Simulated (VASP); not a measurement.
Write the native input for VASP 6.6.1 that does the following.

```
Task                   : single point
Functional             : PBE
Potentials or basis    : VASP PAW PBE potentials, release 64 (Ag, Rh_pv)
Cutoff                 : 520 eV
k mesh                 : 11 × 11 × 6
Occupations            : gaussian, width 0.1 eV
Spin                   : no spin polarisation
Dipole correction      : no
Further INCAR settings : ALGO = Normal; EDIFF = 1e-07; NBANDS = 20
```

The structure of AgRh lies in POSCAR:

```
AgRh
1.0
    2.7775881998      0.0000000000      0.0000000000
   -1.3887940999      2.4054619423      0.0000000000
    0.0000000000      0.0000000000      4.8086020000
Ag Rh
1 1
Direct
    0.0000000000      0.0000000000      0.5000000000
    0.6666666667      0.3333333333      0.0000000000
```

The input as run:

INCAR

```
PREC = Accurate
ENCUT = 520
EDIFF = 1E-7
ISMEAR = 0
SIGMA = 0.1
LREAL = F
LASPH = T
NELM = 80
ALGO = Normal
ISIF = 2
LWAVE = F
LCHARG = T
GGA = PE
LELF = T
LVHAR = T
NBANDS = 20
```

KPOINTS

```
Automatic mesh
0
Gamma
  11 11 6
```

Potentials or basis: VASP PAW PBE potentials, release 64 (Ag, Rh_pv).

Run with:

```bash
$ cat potpaw_PBE.64/Ag/POTCAR potpaw_PBE.64/Rh_pv/POTCAR > POTCAR
$ mpirun -np 1 vasp_std > vasp.out
```

Results of the run:

- Pressure: -2.4 GPa
- Band gap on the k mesh: zero (bands 13 and 14 overlap by 1.32 eV)

Run time: 55 s on 1 thread of Intel Xeon 8259CL (shared host), peak memory 0.18 GiB.
